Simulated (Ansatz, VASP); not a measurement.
**Al2Pt in VASP and in Ansatz**

INCAR

```
SYSTEM = Al2Pt
ALGO = Normal ; EDIFF = 1E-6
ENCUT = 520 ; GGA = CA
ISIF = 2 ; ISMEAR = -1
LASPH = .TRUE. ; LCHARG = .FALSE.
LREAL = .FALSE. ; LWAVE = .FALSE.
NBANDS = 15 ; NELM = 80
PREC = Accurate ; SIGMA = 0.08
```

KPOINTS

```
k-points
0
G
  12 12 12
  0 0 0
```

File POSCAR:

```
Al2Pt
1.0
    0.0000000000      2.9550000000      2.9845500000
    2.9550000000      0.0000000000      2.9845500000
    2.9550000000      2.9550000000      0.0000000000
Al Pt
2 1
Direct
    0.2500000000      0.2500000000      0.2500000000
    0.7500000000      0.7500000000      0.7500000000
    0.0000000000      0.0000000000      0.0000000000
```

Input for Ansatz:

```yaml
crystal:
  lattice:
    - [0.0, 2.955, 2.98455]
    - [2.955, 0.0, 2.98455]
    - [2.955, 2.955, 0.0]
  atoms:
    - { symbol: Al, position: [0.25, 0.25, 0.25] }
    - { symbol: Al, position: [0.75, 0.75, 0.75] }
    - { symbol: Pt, position: [0.0, 0.0, 0.0] }
kpoints:
  mp_grid: { grid: [12, 12, 12] }
  band_path:
    path:
      - [0.0, 0.0, 0.0]
      - [0.0, 0.5, 0.5]
      - [0.25, 0.75, 0.5]
      - [0.0, 0.5, 0.0]
      - [0.0, 0.0, 0.0]
      - [0.5, 0.5, 0.0]
      - [0.3725370062, 0.6274629938, 0.0]
      - [-0.3725370062, 0.3725370062, 0.0]
      - [0.0, 0.0, 0.0]
    npoints: 5
scf:
  occupations: { method: fermi_dirac, width: 0.08 }
hamiltonian:
  xc: lda
  pseudopotentials: { kind: all_electron, lapw: { basis_error: 0.001 } }
output:
  forces: true
  stress: true
  eigenvalues: true
```

Change from the starting cell: zz strain of +1 %.

Alike in both runs: task single point; functional LDA; k mesh 12 × 12 × 12; occupations fermi-dirac, width 0.08 eV; no spin polarisation.

|  | VASP | Ansatz |
| --- | --- | --- |
| version | VASP 6.6.1 | Ansatz 0.2.0 |
| potentials or method | VASP PAW LDA potentials, release 64 (Al, Pt), cutoff 520 eV | all-electron LAPW, scalar-relativistic |

Ansatz gave:

```
pressure (GPa)                                                : -5.2
traceless stress, the component that is largest in VASP (GPa) : -0.44
```

Q: Which values does VASP return?

A: Pressure (GPa): -4.8; traceless stress, the component that is largest in VASP (GPa): -0.44.

LDA's correlation is that of Perdew and Zunger in VASP and of Perdew and Wang (1992) in Ansatz. Ansatz ran all-electron here, and VASP with PAW potentials.

Spin-orbit coupling is off throughout.
